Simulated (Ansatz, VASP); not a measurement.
**NiO2: VASP beside Ansatz**

```
Ni O
1.0
     2.89406    0.00000    0.00000
    -1.44703    2.50633    0.00000
     0.00000    0.00000    3.83319
Ni O
1 2
Direct
  0.00000 0.00000 0.50000
  0.66667 0.33333 0.70674
  0.33333 0.66667 0.29326
```

Alike in both runs: task single point; functional LDA; k mesh 12 × 12 × 6; occupations gaussian, width 0.05 eV; no spin polarisation.

|  | VASP | Ansatz |
| --- | --- | --- |
| version | VASP 6.6.1 | Ansatz 0.2.0 |
| potentials or method | VASP PAW LDA potentials, release 64 (Ni_sv_GW, O), cutoff 600 eV | scalar-relativistic, plane waves, PAW |
| valence electrons in the cell | 30 | 30 |

Ansatz gave:

* gap on the k mesh at the Fermi level (eV): 0.43
* least direct gap on the mesh (eV): 0.81
* rms of the force components (eV/Å): 0.551

Task: Estimate VASP's values.

Result: gap on the k mesh at the Fermi level (eV): 0.41; least direct gap on the mesh (eV): 0.80; rms of the force components (eV/Å): 0.587.

LDA's correlation is that of Perdew and Zunger in VASP and of Perdew and Wang (1992) in Ansatz. Atom by atom the forces differ by 0.036 eV/Å (rms over components).
